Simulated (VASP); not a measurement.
Input of a VASP 6.6.1 run:

INCAR

```
  PREC = Accurate
  ENCUT = 520
  EDIFF = 1E-6
  ISMEAR = 0
  SIGMA = 0.03
  LREAL = False
  LASPH = True
  NELM = 60
  ALGO = Normal
  ISIF = 2
  LWAVE = False
  LCHARG = False
  GGA = PS
  NBANDS = 29
```

Contents of KPOINTS:

```
Automatic mesh
0
Gamma
  10 10 10
```

Contents of POSCAR:

```
Al2Ru
1.0
    0.0000000000      4.1072774818      4.4508555389
    2.4210861652      0.0000000000      4.4508555389
    2.4210861652      4.1072774818      0.0000000000
Al Ru
4 2
Direct
    0.0789481736      0.4210518264      0.0789481736
    0.4210518264      0.0789481736      0.4210518264
    0.1710518264      0.8289481736      0.1710518264
    0.8289481736      0.1710518264      0.8289481736
    0.7500000000      0.7500000000      0.7500000000
    0.5000000000      0.5000000000      0.5000000000
```

Potentials or basis: VASP PAW PBE potentials, release 64 (Al, Ru_pv).

Run with:

```console
$ cat potpaw_PBE.64/Al/POTCAR potpaw_PBE.64/Ru_pv/POTCAR > POTCAR
$ mpirun -np 1 vasp_std > vasp.out
```

Problem. What does it give for the pressure?

Solution. -11.2 GPa.

Problem. What does it give for the largest force?

Solution. 0.134 eV/Å.

Forces on the atoms (eV/Å):
```
Al   0.000 -0.134  0.000
Al   0.000  0.134  0.000
Al   0.000  0.134  0.000
Al   0.000 -0.134  0.000
Ru   0.000  0.000  0.000
Ru   0.000  0.000  0.000
```

Caveat: the cell differs from its parent crystal (strain +0.030 along x and y, +0.015 along z); the cell stands under tension; the PAW data sets were made with another functional, which shifts forces and pressure a little.
